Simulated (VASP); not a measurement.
Input of a VASP 6.6.1 run:

Contents of INCAR:

```
ALGO = Normal
EDIFF = 1E-6
ENCUT = 750
GGA = PE
GGA_COMPAT = False
ISIF = 2
ISMEAR = 0
LASPH = True
LCHARG = False
LREAL = False
LWAVE = False
NBANDS = 12
NELM = 120
PREC = Accurate
SIGMA = 0.1
```

KPOINTS

```
k-points
0
Gamma
  8 8 8
```

File POSCAR:

```
LiF
1.0
    0.0000000000      2.2317389608      2.2317389608
    2.2317389608      0.0000000000      2.2317389608
    2.2317389608      2.2317389608      0.0000000000
Li F
1 1
Direct
    0.0000000000      0.0000000000      0.0000000000
    0.5000000000      0.5000000000      0.5000000000
```

Potentials or basis: VASP PAW PBE potentials, release 64 (Li_sv, F).

Launch:

```bash
$ cat potpaw_PBE.64/Li_sv/POTCAR potpaw_PBE.64/F/POTCAR > POTCAR
$ mpirun -np 1 vasp_std > vasp.out
```

(1) What does it give for the pressure?

(2) Estimate the band gap on the k mesh.

Results:

(1) -11.0 GPa.

(2) 6.82 eV.

Caveat: the cell differs from its parent crystal (Cl replaced by F, lengths x 0.883, strained); the cell stands under tension.
